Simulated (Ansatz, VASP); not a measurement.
**One calculation of MgSc, two programs**

```
CELL_PARAMETERS angstrom
3.59645 0.00000 0.00000
0.00000 3.59645 0.00000
0.00000 0.00000 3.59645
ATOMIC_POSITIONS crystal
Mg 0.00000 0.00000 0.00000
Sc 0.50000 0.50000 0.50000
```

Alike in both runs: task single point; functional LDA; k mesh 6 × 6 × 6; no spin polarisation.

|  | VASP | Ansatz |
| --- | --- | --- |
| version | VASP 6.6.1 | Ansatz 0.2.0 |
| potentials or method | VASP PAW LDA potentials, release 64 (Mg, Sc_sv), cutoff 520 eV | plane waves, PAW |
| occupations | methfessel-paxton of order 1, width 0.05 eV | cold, width 0.05 eV |
| valence electrons in the cell | 13 | 21 |

```csv
,VASP,Ansatz,Ansatz less VASP
pressure (GPa),-3.6,-3.5,+0.14
```

LDA's correlation is that of Perdew and Zunger in VASP and of Perdew and Wang (1992) in Ansatz. VASP's potentials hold 13 valence electrons a cell and Ansatz's 21, so a difference there can come from the potentials and not from the codes.
